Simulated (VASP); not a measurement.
Crystal: Al.

```xyz
1
Lattice="-1.6071 1.6071 1.6071 1.6071 -1.6071 1.6071 1.6071 1.6071 -1.6071" Properties=species:S:1:pos:R:3 pbc="T T T"
Al    0.0000    0.0000    0.0000
```

* Program: VASP 6.6.1
* Task: relaxation of cell and atoms
* Functional: BLYP
* Potentials or basis: VASP PAW PBE potentials, release 64 (Al)
* Cutoff: 600 eV
* k mesh: 14 × 14 × 14
* Occupations: fermi-dirac, width 0.1 eV
* Spin: no spin polarisation

At the start: pressure 5.6 GPa; volume 16.60 Å³/atom.

Task: How do energy, volume and symmetry change on relaxing?

Result: Over 3 steps the energy falls by 26.0 meV/atom and the volume is 18.23 Å³/atom (+9.8 %); space group Im-3m (No. 229, to 0.05 Å).

The path:
```
step  energy change (eV)  largest force (eV/Å)  pressure (GPa)  volume (Å³)
   1              0.0000                0.0000            5.59        16.60
   2             -0.0256                0.0000            0.52        18.03
   3             -0.0260                0.0000           -0.02        18.23
```

Final structure:
```cif
data_structure
_symmetry_space_group_name_H-M 'P 1'
_symmetry_Int_Tables_number 1
_cell_length_a 2.8718
_cell_length_b 2.8718
_cell_length_c 2.8718
_cell_angle_alpha 109.471
_cell_angle_beta 109.471
_cell_angle_gamma 109.471
_cell_volume 18.23
loop_
_atom_site_label
_atom_site_type_symbol
_atom_site_fract_x
_atom_site_fract_y
_atom_site_fract_z
_atom_site_occupancy
Al1 Al 0.00000 0.00000 0.00000 1
```

Caveat: the PAW data sets were made with another functional, which shifts forces and pressure a little.
